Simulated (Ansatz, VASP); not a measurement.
# Two plane-wave programs on WC

```
W C
1.0
     0.00000    2.19001    2.19001
     2.14621    0.00000    2.19001
     2.14621    2.19001    0.00000
W C
1 1
Direct
  0.00000 0.00000 0.00000
  0.50000 0.50000 0.50000
```

Change from the starting cell: strain -0.0200 x Voigt [1, 0, 0, 0, 0, 0], atoms carried along.

Alike in both runs: task single point; functional PBE; k mesh 24 × 24 × 24; occupations gaussian, width 0.15 eV; no spin polarisation.

|  | VASP | Ansatz |
| --- | --- | --- |
| version | VASP 6.6.1 | Ansatz 0.2.0 |
| potentials or method | VASP PAW PBE potentials, release 64 (W_sv, C), cutoff 520 eV | scalar-relativistic, plane waves, PAW |
| valence electrons in the cell | 18 | 18 |

```tsv
	VASP	Ansatz	Ansatz less VASP
gap on the k mesh at the Fermi level (eV)	none	none	-
pressure (GPa)	9.0	8.1	-0.99
traceless stress, the component that is largest in VASP (GPa)	8.69	8.64	-0.044
```

A gap of «none» marks a metal or a gap that the smearing closes.

Spin-orbit coupling is off throughout.
